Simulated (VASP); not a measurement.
# ScAgC4N4 (P-43m) in VASP: further runs

The runs below take ScAgC4N4 through single point, with PBE.

Everything below comes from runs of VASP 6.6.1. Logs are shortened: lines on timing, memory, paths and dates and some standing lists are left out, and cuts for length are marked.

## (1) The cell of the first run

Symmetry: P-43m, No. 215, cubic system. The conventional cell has a = 6.134 Å, b = 6.134 Å, c = 6.134 Å, α = 90.00°, β = 90.00°, γ = 90.00°. Sc (site symmetry -43m) has 4 N at 2.12 Å within 2.8 Å. Within 2.7 Å of Ag (site symmetry -43m) lie 4 C at 2.02 Å. Within 1.6 Å of C (site symmetry 3m) lie 1 N at 1.17 Å. N (site symmetry 3m) has 1 C at 1.17 Å within 1.6 Å.

## (2) Single point, PBE

INCAR

```
SYSTEM = ScAgC4N4
PREC = Accurate
ENCUT = 520
EDIFF = 1E-6
ISMEAR = 0
SIGMA = 0.1
LREAL = .False.
LASPH = .True.
NELM = 100
ALGO = Normal
ISIF = 2
LWAVE = .False.
LCHARG = .False.
GGA = PE
NBANDS = 40
```

KPOINTS

```
regular mesh
0
Gamma
  4 4 4
  0 0 0
```

POSCAR

```
ScAgC4N4
1.0
    6.1337692600      0.0000000000      0.0000000000
    0.0000000000      6.1337692600      0.0000000000
    0.0000000000      0.0000000000      6.1337692600
Sc Ag C N
1 1 4 4
Direct
    0.5000000000      0.5000000000      0.5000000000
    0.0000000000      0.0000000000      0.0000000000
    0.1903238000      0.1903238000      0.1903238000
    0.1903238000      0.8096762000      0.8096762000
    0.8096762000      0.1903238000      0.8096762000
    0.8096762000      0.8096762000      0.1903238000
    0.3004518100      0.3004518100      0.3004518100
    0.3004518100      0.6995481900      0.6995481900
    0.6995481900      0.3004518100      0.6995481900
    0.6995481900      0.6995481900      0.3004518100
```

Potentials or basis: VASP PAW PBE potentials, release 64 (Sc_sv, Ag, C, N).

Started as:

```sh
$ cat potpaw_PBE.64/Sc_sv/POTCAR potpaw_PBE.64/Ag/POTCAR potpaw_PBE.64/C/POTCAR potpaw_PBE.64/N/POTCAR > POTCAR
$ mpirun -np 1 vasp_std > vasp.out
```

OUTCAR:

```text
SYSTEM = ScAgC4N4
   PREC = Accurate
   ENCUT = 520
   EDIFF = 1E-6
   ISMEAR = 0
   LREAL = .False.
   LASPH = .True.
   NELM = 100
   ISIF = 2
   GGA = PE

 ion  position               nearest neighbor table
   1  0.500  0.500  0.500-   7 2.12   8 2.12   9 2.12  10 2.12
   2  0.000  0.000  0.000-   3 2.02   4 2.02   5 2.02   6 2.02
   3  0.190  0.190  0.190-   7 1.17   2 2.02
   4  0.190  0.810  0.810-   8 1.17   2 2.02
   5  0.810  0.190  0.810-   9 1.17   2 2.02
   6  0.810  0.810  0.190-  10 1.17   2 2.02
   7  0.300  0.300  0.300-   3 1.17   1 2.12
   8  0.300  0.700  0.700-   4 1.17   1 2.12
   9  0.700  0.300  0.700-   5 1.17   1 2.12
  10  0.700  0.700  0.300-   6 1.17   1 2.12

  LATTYP: Found a simple cubic cell.
 ALAT       =     6.1337692600

  Lattice vectors:

 A1 = (   6.1337692600,   0.0000000000,   0.0000000000)
 A2 = (   0.0000000000,   6.1337692600,   0.0000000000)
 A3 = (   0.0000000000,   0.0000000000,   6.1337692600)

Analysis of symmetry for initial positions (statically):
=====================================================================
 Subroutine PRICEL returns:
 Original cell was already a primitive cell.

 Routine SETGRP: Setting up the symmetry group for a
 simple cubic supercell.

 Subroutine GETGRP returns: Found 24 space group operations
 (whereof 24 operations were pure point group operations)
 out of a pool of 48 trial point group operations.

The static configuration has the point symmetry T_d .

Analysis of symmetry for dynamics (positions and initial velocities):
=====================================================================
 Subroutine PRICEL returns:
 Original cell was already a primitive cell.

 Routine SETGRP: Setting up the symmetry group for a
 simple cubic supercell.

 Subroutine GETGRP returns: Found 24 space group operations
 (whereof 24 operations were pure point group operations)
 out of a pool of 48 trial point group operations.

The dynamic configuration has the point symmetry T_d .

 Subroutine INISYM returns: Found 24 space group operations
 (whereof 24 operations are pure point group operations),
 and found     1 'primitive' translations

----------------------------------------------------------------------------------------

                                     Primitive cell

  volume of cell :     230.7716

  direct lattice vectors                    reciprocal lattice vectors
     6.133769260  0.000000000  0.000000000     0.163031891  0.000000000  0.000000000
     0.000000000  6.133769260  0.000000000     0.000000000  0.163031891  0.000000000
     0.000000000  0.000000000  6.133769260     0.000000000  0.000000000  0.163031891

  length of vectors
     6.133769260  6.133769260  6.133769260     0.163031891  0.163031891  0.163031891

  position of ions in fractional coordinates (direct lattice)
     0.500000000  0.500000000  0.500000000
     0.000000000  0.000000000  0.000000000
     0.190323800  0.190323800  0.190323800
     0.190323800  0.809676200  0.809676200
     0.809676200  0.190323800  0.809676200
     0.809676200  0.809676200  0.190323800
     0.300451810  0.300451810  0.300451810
     0.300451810  0.699548190  0.699548190
     0.699548190  0.300451810  0.699548190
     0.699548190  0.699548190  0.300451810

  ion indices of the primitive-cell ions
   primitive index   ion index
                 1           1
                 2           2
                 3           3
                 4           4
                 5           5
                 6           6
                 7           7
                 8           8
                 9           9
                10          10

----------------------------------------------------------------------------------------

 KPOINTS: regular mesh

Automatic generation of k-mesh.
 Grid dimensions read from file:
 generate k-points for:    4    4    4

 Generating k-lattice:

  Cartesian coordinates                     Fractional coordinates (reciprocal lattice)
     0.040757973  0.000000000  0.000000000     0.250000000  0.000000000  0.000000000
     0.000000000  0.040757973  0.000000000     0.000000000  0.250000000  0.000000000
     0.000000000  0.000000000  0.040757973     0.000000000  0.000000000  0.250000000

  Length of vectors
     0.040757973  0.040757973  0.040757973

  Shift w.r.t. Gamma in fractional coordinates (k-lattice)
     0.000000000  0.000000000  0.000000000

 Subroutine IBZKPT returns following result:
 ===========================================

 Found     10 irreducible k-points:

 Following reciprocal coordinates:
            Coordinates               Weight
  0.000000  0.000000  0.000000      1.000000
  0.250000  0.000000  0.000000      6.000000
  0.500000  0.000000  0.000000      3.000000
  0.250000  0.250000  0.000000     12.000000
  0.500000  0.250000  0.000000     12.000000
  0.500000  0.500000  0.000000      3.000000
  0.250000  0.250000  0.250000      8.000000
  0.500000  0.250000  0.250000     12.000000
  0.500000  0.500000  0.250000      6.000000
  0.500000  0.500000  0.500000      1.000000
   k-points           NKPTS =     10   k-points in BZ     NKDIM =     10   number of bands    NBANDS=     40
   number of dos      NEDOS =    301   number of ions     NIONS =     10
   total plane-waves  NPLWV = 110592
   dimension x,y,z NGX =    48 NGY =   48 NGZ =   48
   dimension x,y,z NGXF=    96 NGYF=   96 NGZF=   96
   ions per type =               1   1   4   4
   NGX,Y,Z   is equivalent  to a cutoff of  13.01, 13.01, 13.01 a.u.
   NGXF,Y,Z  is equivalent  to a cutoff of  26.02, 26.02, 26.02 a.u.
 SYSTEM =  ScAgC4N4
   PREC   = accura    normal or accurate (medium, high low for compatibility)
   ISTART =      0    job   : 0-new  1-cont  2-samecut
   ICHARG =      2    charge: 1-file 2-atom 10-const
   ISPIN  =      1    spin polarized calculation?
   LNONCOLLINEAR =      F non collinear calculations
   LSORBIT =      F    spin-orbit coupling
   LASPH  =      T    aspherical Exc in radial PAW
   ENCUT  =  520.0 eV  38.22 Ry    6.18 a.u.  11.40 11.40 11.40*2*pi/ulx,y,z
   NELM   =    100;   NELMIN=  2; NELMDL= -5     # of ELM steps
   EDIFF  = 0.1E-05   stopping-criterion for ELM
   LREAL  =      F    real-space projection
   EDIFFG = 0.1E-04   stopping-criterion for IOM
   NSW    =      0    number of steps for IOM
   IBRION =     -1    ionic relax: 0-MD 1-quasi-New 2-CG
   NFREE  =      0    steps in history (QN), initial steepest desc. (CG)
   ISIF   =      2    stress and relaxation
   ISYM   =      2    0-nonsym 1-usesym 2-fastsym
   POTIM  = 0.5000    time-step for ionic-motion
   TEBEG  =    0.0;   TEEND  =   0.0 temperature during run
   PSTRESS=    0.0 pullay stress
   NELECT =      58.0000    total number of electrons
   NUPDOWN=      -1.0000    fix difference up-down
   EMIN   =  10.00;   EMAX   =-10.00  energy-range for DOS
   EFERMI =   0.00;   METHOD = LEGACY
   ISMEAR =     0;   SIGMA  =   0.10  broadening in eV -4-tet -1-fermi 0-gaus
   EFERMI_NEDOS =   21; number of points for ismear=-14 and -15
   IALGO  =     38    algorithm
   IMIX   =      4    mixing-type and parameters
     AMIX     =   0.40;   BMIX     =  1.00
     AMIX_MAG =   1.60;   BMIX_MAG =  1.00
  volume/ion in A,a.u.               =      23.08       155.73
  Fermi-wavevector in a.u.,A,eV,Ry     =   1.033134  1.952340 14.522399  1.067366
  Thomas-Fermi vector in A             =   2.167366
   LORBIT       =      0    0 simple, 1 ext, 2 COOP (PROOUT), +10 PAW based schemes
   GGA     = PE    functional components
   LHFCALC =     F    Hartree Fock is set to
   AEXX    =    0.0000 exact exchange contribution
   IVDW    =     0    specifies the selected vdW correction
   LEPSILON=     F    determine dielectric tensor
   LRPA    =     F    only Hartree local field effects (RPA)
 non-spin polarized calculation
 Gauss-broadening in eV      SIGMA  =   0.10
  energy-cutoff  :      520.00
  volume of cell :      230.77
 maximum number of plane-waves:      6239
 NGX is ok and might be reduce to    48
   NGX = 23   NGY = 23   NGZ = 23

 number of electron      57.9999998 magnetization

 Free energy of the ion-electron system (eV)
  ---------------------------------------------------
  ext. energy  EPLUGINS =         0.00000000
  ---------------------------------------------------
  free energy    TOTEN  =       -77.84784615 eV

  energy without entropy =      -77.84784615  energy(sigma->0) =      -77.84784615

 E-fermi :  -1.3729     XC(G=0):  -6.8609

 val. band max:       -1.9399191565   @ k =   0.5000   0.5000   0.0000
 cond. band min:       0.6534506435   @ k =   0.5000   0.5000   0.0000
 fundamental gap:      2.5933698000
 Fermi energy:        -1.3728911339

 k-point     1 :       0.0000    0.0000    0.0000
  band No.  band energies     occupation
      1     -51.3878      2.00000
      2     -29.9975      2.00000
      3     -29.9975      2.00000
      4     -29.9975      2.00000
      5     -18.6676      2.00000
      6     -18.5820      2.00000
[... 32 lines left out ...]
     39       4.2679      0.00000
     40       4.2679      0.00000

 k-point     2 :       0.2500    0.0000    0.0000
  band No.  band energies     occupation
      1     -51.3878      2.00000
      2     -29.9975      2.00000
      3     -29.9975      2.00000
      4     -29.9975      2.00000
      5     -18.6573      2.00000
      6     -18.5923      2.00000
[... 333 lines left out ...]
     39       4.3548      0.00000
     40       4.3604      0.00000

 k-point    10 :       0.5000    0.5000    0.5000
  band No.  band energies     occupation
      1     -51.3878      2.00000
      2     -29.9975      2.00000
      3     -29.9975      2.00000
      4     -29.9975      2.00000
      5     -18.6333      2.00000
      6     -18.5926      2.00000
[... 32 lines left out ...]
     39       4.1683      0.00000
     40       4.1683      0.00000

------------------------ aborting loop because EDIFF is reached ----------------------------------------

  FORCE on cell =-STRESS in cart. coord.  units (eV):
  Direction    XX          YY          ZZ          XY          YZ          ZX
  --------------------------------------------------------------------------------------
  -------------------------------------------------------------------------------------
  Total        3.9906460      3.9906460      3.9906460     -0.0000000     -0.0000000      0.0000000
  in kB       27.7058501     27.7058501     27.7058501     -0.0000000     -0.0000000      0.0000000
  external PRESSURE =      27.7058501 kB  Pullay stress =       0.0000000 kB

 VOLUME and BASIS-vectors are now :
 -----------------------------------------------------------------------------
  energy-cutoff  :      520.00
  volume of cell :      230.77
      direct lattice vectors                 reciprocal lattice vectors
     6.133769260  0.000000000  0.000000000     0.163031891  0.000000000  0.000000000
     0.000000000  6.133769260  0.000000000     0.000000000  0.163031891  0.000000000
     0.000000000  0.000000000  6.133769260     0.000000000  0.000000000  0.163031891

 POSITION                                       TOTAL-FORCE (eV/Angst)
 -----------------------------------------------------------------------------------
      3.06688      3.06688      3.06688        -0.000000     -0.000000     -0.000000
      0.00000      0.00000      0.00000        -0.000000     -0.000000      0.000000
      1.16740      1.16740      1.16740        -0.012261     -0.012261     -0.012261
      1.16740      4.96637      4.96637        -0.012261      0.012261      0.012261
      4.96637      1.16740      4.96637         0.012261     -0.012261      0.012261
      4.96637      4.96637      1.16740         0.012261      0.012261     -0.012261
      1.84290      1.84290      1.84290         1.056460      1.056460      1.056460
      1.84290      4.29087      4.29087         1.056460     -1.056460     -1.056460
      4.29087      1.84290      4.29087        -1.056460      1.056460     -1.056460
      4.29087      4.29087      1.84290        -1.056460     -1.056460      1.056460
 -----------------------------------------------------------------------------------
    total drift:                                0.000000      0.000000      0.000000

  FREE ENERGIE OF THE ION-ELECTRON SYSTEM (eV)
  ---------------------------------------------------
  free  energy   TOTEN  =       -77.8478461474 eV

  energy  without entropy=      -77.8478461474  energy(sigma->0) =      -77.84784615
```

It took 70 s on 1 thread of Intel Xeon 6975P-C (Granite Rapids), shared host; peak memory 0.38 GiB.

Results:

```yaml
Free_energy: -77.8478 eV
Pressure: 2.8 GPa
Largest_force: 1.830 eV/Å
Band_gap_on_the_k_mesh: 2.59 eV, direct
```

Forces in eV/Å, atoms in the order of the input:
```
Sc   0.000  0.000  0.000
Ag   0.000  0.000  0.000
C   -0.012 -0.012 -0.012
C   -0.012  0.012  0.012
C    0.012 -0.012  0.012
C    0.012  0.012 -0.012
N    1.056  1.056  1.056
N    1.056 -1.056 -1.056
N   -1.056  1.056 -1.056
N   -1.056 -1.056  1.056
```

Caveat: forces of over 1 eV/Å act on the atoms, so gaps and moduli don't describe the material at rest. A k mesh can miss the band edges.

## (3) Single point, PBE

This run uses another cell than the first one, of 24.32 Å³/atom, 1.054 times its volume.

INCAR

```
SYSTEM = ScAgC4N4
PREC     = Accurate       ! precision mode
ENCUT    = 520            ! plane-wave cutoff, eV
EDIFF    = 1E-6           ! SCF threshold, eV
ISMEAR   = 0              ! smearing method
SIGMA    = 0.1            ! smearing width, eV
LREAL    = .False.        ! projectors in reciprocal space
LASPH    = .True.         ! aspherical terms in the spheres
NELM     = 100            ! most SCF steps
ALGO     = Normal         ! electronic algorithm
ISIF     = 2              ! what is computed and relaxed
LWAVE    = .False.        ! write WAVECAR
LCHARG   = .False.        ! write CHGCAR
GGA      = PE             ! functional
NBANDS   = 40             ! bands
```

KPOINTS

```
Automatic mesh
0
Gamma
  4 4 4
  0 0 0
```

POSCAR

```
ScAgC4N4
1.0
    6.2419950893      0.0000000000      0.0000000000
    0.0000000000      6.2419950893      0.0000000000
    0.0000000000      0.0000000000      6.2419950893
Sc Ag C N
1 1 4 4
Direct
    0.5000000000      0.5000000000      0.5000000000
    0.0000000000      0.0000000000      0.0000000000
    0.1990441717      0.1990441717      0.1990441717
    0.1990441717      0.8009558283      0.8009558283
    0.8009558283      0.1990441717      0.8009558283
    0.8009558283      0.8009558283      0.1990441717
    0.3079758275      0.3079758275      0.3079758275
    0.3079758275      0.6920241725      0.6920241725
    0.6920241725      0.3079758275      0.6920241725
    0.6920241725      0.6920241725      0.3079758275
```

Potentials or basis: VASP PAW PBE potentials, release 64 (Sc_sv, Ag, C, N).

Started as:

```sh
$ cat potpaw_PBE.64/Sc_sv/POTCAR potpaw_PBE.64/Ag/POTCAR potpaw_PBE.64/C/POTCAR potpaw_PBE.64/N/POTCAR > POTCAR
$ mpirun -np 1 vasp_std > vasp.out
```

Wall time 69 s (1 thread of Intel Xeon 6975P-C (Granite Rapids), shared host); peak memory 0.39 GiB.

The run converged. Its results:

```
Free energy            : -78.2270 eV
Pressure               : 0.6 GPa
Largest force          : 0.338 eV/Å
Band gap on the k mesh : 2.74 eV, indirect (least direct gap 2.76 eV)
```

Forces in eV/Å, atoms in the order of the input:
```
Sc   0.000  0.000  0.000
Ag   0.000  0.000  0.000
C   -0.195 -0.195 -0.195
C   -0.195  0.195  0.195
C    0.195 -0.195  0.195
C    0.195  0.195 -0.195
N    0.180  0.180  0.180
N    0.180 -0.180 -0.180
N   -0.180  0.180 -0.180
N   -0.180 -0.180  0.180
```

Levels at points of the mesh, in eV from the valence-band top:
| k point | band 26 | band 27 | band 28 | band 29 | band 30 | band 31 | band 32 | band 33 |
| --- | --- | --- | --- | --- | --- | --- | --- | --- |
| (0.00, 0.00, 0.00) | -1.83 | -0.02 | -0.02 | -0.02 | 2.78 | 2.78 | 3.31 | 3.31 |
| (0.50, 0.00, 0.00) | -1.64 | -0.12 | -0.02 | -0.02 | 2.74 | 2.80 | 3.59 | 3.60 |
| (0.50, 0.50, 0.00) | -1.61 | -0.05 | -0.01 | -0.01 | 2.76 | 2.77 | 3.60 | 3.68 |
| (0.50, 0.50, 0.50) | -1.79 | 0.00 | 0.00 | 0.00 | 2.80 | 2.80 | 3.56 | 3.56 |

## (4) Single point, PBE

This run uses another cell than the first one, of 24.44 Å³/atom, 1.059 times its volume.

INCAR

```
PREC = Accurate
ENCUT = 520
EDIFF = 1E-6
ISMEAR = 0
SIGMA = 0.02
LREAL = F
LASPH = T
NELM = 80
ALGO = Normal
ISIF = 2
LWAVE = F
LCHARG = F
GGA = PE
NBANDS = 40
```

KPOINTS

```
regular mesh
0
Gamma
  4 4 4
```

POSCAR

```
ScAgC4N4
1.0
    6.2524666660      0.0000000000      0.0000000000
    0.0000000000      6.2524666660      0.0000000000
    0.0000000000      0.0000000000      6.2524666660
Sc Ag C N
1 1 4 4
Direct
    0.5000000000      0.5000000000      0.5000000000
    0.0000000000      0.0000000000      0.0000000000
    0.1993639702      0.1993639702      0.1993639702
    0.1993639702      0.8006360298      0.8006360298
    0.8006360298      0.1993639702      0.8006360298
    0.8006360298      0.8006360298      0.1993639702
    0.3081362796      0.3081362796      0.3081362796
    0.3081362796      0.6918637204      0.6918637204
    0.6918637204      0.3081362796      0.6918637204
    0.6918637204      0.6918637204      0.3081362796
```

Started as:

```sh
$ cat potpaw_PBE.64/Sc_sv/POTCAR potpaw_PBE.64/Ag/POTCAR potpaw_PBE.64/C/POTCAR potpaw_PBE.64/N/POTCAR > POTCAR
$ mpirun -np 1 vasp_std > vasp.out
```

Wall time 73 s (1 thread of Intel Xeon 6975P-C (Granite Rapids), shared host); peak memory 0.38 GiB.

Results (log left out):

* Free energy: -78.2285 eV
* Pressure: 0.4 GPa
* Largest force: 0.351 eV/Å
* Band gap on the k mesh: 2.73 eV, indirect (least direct gap 2.75 eV)

Forces in eV/Å, atoms in the order of the input:
```
Sc   0.000  0.000  0.000
Ag   0.000  0.000  0.000
C   -0.203 -0.203 -0.203
C   -0.203  0.203  0.203
C    0.203 -0.203  0.203
C    0.203  0.203 -0.203
N    0.176  0.176  0.176
N    0.176 -0.176 -0.176
N   -0.176  0.176 -0.176
N   -0.176 -0.176  0.176
```

Levels at points of the mesh, in eV from the valence-band top:
```tsv
k point	band 26	band 27	band 28	band 29	band 30	band 31	band 32	band 33
(0.00, 0.00, 0.00)	-1.80	-0.02	-0.02	-0.02	2.77	2.77	3.31	3.31
(0.50, 0.00, 0.00)	-1.62	-0.12	-0.02	-0.02	2.73	2.78	3.58	3.59
(0.50, 0.50, 0.00)	-1.60	-0.05	-0.01	-0.01	2.75	2.76	3.59	3.67
(0.50, 0.50, 0.50)	-1.77	0.00	0.00	0.00	2.79	2.79	3.55	3.55
```

A k mesh can miss the band edges. A hybrid or GW would open this gap; PBE tends to underestimate it.

## (5) Summary

```tsv
cell	smearing	gap on the mesh (eV)	pressure (GPa)	largest force (eV/Å)
a = 6.134 Å, 10 atoms	gaussian 0.1 eV	2.59	2.8	1.83
a = 6.242 Å, 10 atoms	gaussian 0.1 eV	2.74	0.6	0.34
a = 6.252 Å, 10 atoms	gaussian 0.02 eV	2.73	0.4	0.35
```

Alike in all rows: task single point; level PBE; potentials or basis VASP PAW PBE potentials, release 64 (Sc_sv, Ag, C, N); no spin polarisation; k mesh 4 × 4 × 4; cutoff (eV) 520.

Caveats: forces of over 1 eV/Å act on the atoms, so gaps and moduli don't describe the material at rest (some runs).

Total energies depend on the potentials used, so only differences within one code and one set of settings carry meaning.
